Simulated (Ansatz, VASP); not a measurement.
One calculation of Bi2Se3, two programs

INCAR

```
PREC     = Accurate       # precision mode
ENCUT    = 520            # plane-wave cutoff, eV
EDIFF    = 1E-8           # SCF threshold, eV
ISMEAR   = -1             # smearing method
SIGMA    = 0.03           # smearing width, eV
LREAL    = F              # projectors in reciprocal space
LASPH    = T              # aspherical terms in the spheres
NELM     = 100            # most SCF steps
ALGO     = Normal         # electronic algorithm
ISIF     = 2              # what is computed and relaxed
LWAVE    = F              # write WAVECAR
LCHARG   = F              # write CHGCAR
GGA      = PE             # functional
LEFG     = T            
NBANDS   = 32             # bands
```

Contents of KPOINTS:

```
regular mesh
0
Gamma
  6 6 6
```

POSCAR

```
Bi2Se3
1.0
    2.1129292827      1.2199002901      9.5453300000
   -2.1129292827      1.2199002901      9.5453300000
    0.0000000000     -2.4398005804      9.5453300000
Bi Se
2 3
Direct
    0.4008000000      0.4008000000      0.4008000000
    0.5992000000      0.5992000000      0.5992000000
    0.0000000000      0.0000000000      0.0000000000
    0.2117000000      0.2117000000      0.2117000000
    0.7883000000      0.7883000000      0.7883000000
```

Input for Ansatz:

```yaml
crystal:
  lattice:
    - [2.1129292827, 1.2199002901, 9.54533]
    - [-2.1129292827, 1.2199002901, 9.54533]
    - [0.0, -2.4398005804, 9.54533]
  atoms:
    - { symbol: Bi, position: [0.4008, 0.4008, 0.4008] }
    - { symbol: Bi, position: [0.5992, 0.5992, 0.5992] }
    - { symbol: Se, position: [0.0, 0.0, 0.0] }
    - { symbol: Se, position: [0.2117, 0.2117, 0.2117] }
    - { symbol: Se, position: [0.7883, 0.7883, 0.7883] }
kpoints:
  mp_grid: { grid: [6, 6, 6] }
scf:
  occupations: { method: fermi_dirac, width: 0.03 }
hamiltonian:
  xc: pbe
  pseudopotentials: { kind: paw }
output:
  forces: true
  stress: true
  eigenvalues: true
  efg: { contact_densities: true }
  write_density: true
  write_potential: true
  elf: true
  volumetric_format: npy
```

Change from the starting cell: equal xx and yy strain of +2 %, PAW files.

Alike in both runs: task electric field gradients; functional PBE; k mesh 6 × 6 × 6; occupations fermi-dirac, width 0.03 eV; no spin polarisation.

```csv
,VASP,Ansatz
version,VASP 6.6.1,Ansatz 0.2.0
potentials or method,"VASP PAW PBE potentials, release 64 (Bi_d, Se)","PAW with Ansatz's default frozen-core files, scalar-relativistic"
plane-wave cutoff (eV),520,420
valence electrons in the cell,48,78
```

|  | VASP | Ansatz | Ansatz less VASP |
| --- | --- | --- | --- |
| pressure (GPa) | 0.1 | 0.0 | -0.01 |
| traceless stress, the component that is largest in VASP (GPa) | 0.56 | 0.56 | +0.001 |
| rms of the force components (eV/Å) | 0.031 | 0.033 | +0.0013 |
| size of Vzz on the site where it differs most (V/Å²) | 60.3 | 62.7 | +2.31 |

Atom by atom the forces differ by 0.005 eV/Å (rms over components). The functional is the same, so the differences come from potentials, cutoffs and numerics. VASP's potentials hold 48 valence electrons a cell and Ansatz's 78, so a difference there can come from the potentials and not from the codes.

Neither program's run includes spin-orbit coupling.
